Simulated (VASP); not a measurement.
A run of VASP 6.6.1:

Contents of POSCAR:

```
ZnS
1.0
    3.8054280145      0.0000000000      0.0000000000
   -1.9027140073      3.2955973328      0.0000000000
    0.0000000000      0.0000000000      6.2440175211
Zn S
2 2
Direct
    0.3333333333      0.6666666667      0.0053397645
    0.6666666667      0.3333333333      0.5053397645
    0.3333333333      0.6666666667      0.3796602355
    0.6666666667      0.3333333333      0.8796602355
```

Contents of INCAR.step1:

```
SYSTEM = ZnS
PREC = Accurate
ENCUT = 520
ISMEAR = 0
SIGMA = 0.01
LREAL = .False.
LASPH = .True.
NELM = 60
NBANDS = 26
GGA = PE
ALGO = Normal
EDIFF = 1E-4
LWAVE = .True.
LCHARG = .False.
```

The input INCAR.step2:

```
SYSTEM = ZnS
PREC = Accurate
ENCUT = 520
EDIFF = 1E-6
ISMEAR = 0
SIGMA = 0.01
LREAL = .False.
LASPH = .True.
NELM = 60
ALGO = Normal
ISIF = 2
LWAVE = .False.
LCHARG = .False.
METAGGA = R2SCAN
LMIXTAU = .True.
NBANDS = 26
ISTART = 1
```

Contents of KPOINTS:

```
regular mesh
0
Gamma
  12 12 4
  0 0 0
```

Potentials or basis: VASP PAW PBE potentials, release 64 (Zn, S).

The run is started by

```console
$ cat potpaw_PBE.64/Zn/POTCAR potpaw_PBE.64/S/POTCAR > POTCAR
$ cp INCAR.step1 INCAR
$ mpirun -np 1 vasp_std > vasp.out
$ cp INCAR.step2 INCAR
$ mpirun -np 1 vasp_std > vasp.out
```

Hardware: 1 thread of Intel Xeon 8259CL (shared host).

**Question.** Estimate the wall time of this run.

**Answer.** Wall time 11 min on 1 thread of Intel Xeon 8259CL (shared host), peak memory 0.26 GiB. Counts: k points 57.
